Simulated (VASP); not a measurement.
Set up this calculation in VASP 6.6.1, as the native input.

```
Task                   : single point
Functional             : PBEsol
Potentials or basis    : VASP PAW PBE potentials, release 64 (Te)
Cutoff                 : 520 eV
k mesh                 : 15 × 15 × 15
Occupations            : gaussian, width 0.15 eV
Spin                   : no spin polarisation
Dipole correction      : no
Further INCAR settings : ALGO = Normal; EDIFF = 1e-06; NBANDS = 9
```

The structure of Te lies in POSCAR:

```
Te
1.0
    2.2683403858      1.3096269324      1.8890738732
   -2.2683403858      1.3096269324      1.8890738732
    0.0000000000     -2.6192538646      1.8890738733
Te
1
Direct
    0.5000000000      0.5000000000      0.5000000000
```

This cell differs from its parent crystal: volume 33.671 Å^3 an atom, c/a of the conventional cell 1.2492.

The input as run:

INCAR

```
PREC = Accurate
ENCUT = 520
EDIFF = 1E-6
ISMEAR = 0
SIGMA = 0.15
LREAL = F
LASPH = T
NELM = 100
ALGO = Normal
ISIF = 2
LWAVE = F
LCHARG = F
GGA = PS
NBANDS = 9
```

KPOINTS

```
regular mesh
0
Gamma
  15 15 15
```

Potentials or basis: VASP PAW PBE potentials, release 64 (Te).

The run is started by

```bash
$ cat potpaw_PBE.64/Te/POTCAR > POTCAR
$ mpirun -np 1 vasp_std > vasp.out
```

Results of the run:

* Pressure: -3.7 GPa
* Band gap on the k mesh: zero (band 3 reaches 8.31 eV, above the bottom of band 4 at 3.14 eV)

Caveat: the PAW data sets were made with another functional, which shifts forces and pressure a little; spin-orbit coupling is left out, which moves the levels of the heavy elements.

Run time: 16 s on 1 thread of Intel(R) Xeon(R) 6975P-C (Granite Rapids), on a shared host, peak memory 0.21 GiB.
